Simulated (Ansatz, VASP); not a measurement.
**One calculation of LiCl, two programs**

```
Li Cl
1.0
     0.00000    2.69300    2.69300
     2.69300    0.00000    2.69300
     2.69300    2.69300    0.00000
Li Cl
1 1
Direct
  0.00000 0.00000 0.00000
  0.50000 0.50000 0.50000
```

Change from the starting cell: strain +0.050 along x and y, +0.050 along z, atoms carried along.

Alike in both runs: task single point; functional r2SCAN; k mesh 8 × 8 × 8; occupations gaussian, width 0.05 eV; no spin polarisation.

|  | VASP | Ansatz |
| --- | --- | --- |
| version | VASP 6.6.1 | Ansatz 0.2.0 |
| potentials or method | VASP PAW PBE potentials, release 64 (Li_sv, Cl), cutoff 520 eV | scalar-relativistic, plane waves, PAW |
| valence electrons in the cell | 10 | 10 |

VASP gave:

* gap on the k mesh at the Fermi level (eV): 6.52
* least direct gap on the mesh (eV): 6.52

Task: Which values does Ansatz return?

Result: gap on the k mesh at the Fermi level (eV): 6.42; least direct gap on the mesh (eV): 6.42.

VASP's potentials were made for PBE, not for r2SCAN. With one functional, cell and mesh, what is left measures potentials, basis and numerics.

Noted on VASP's run: the cutoff is under 1.25 times that of the potentials, so the pressure is a little rough.
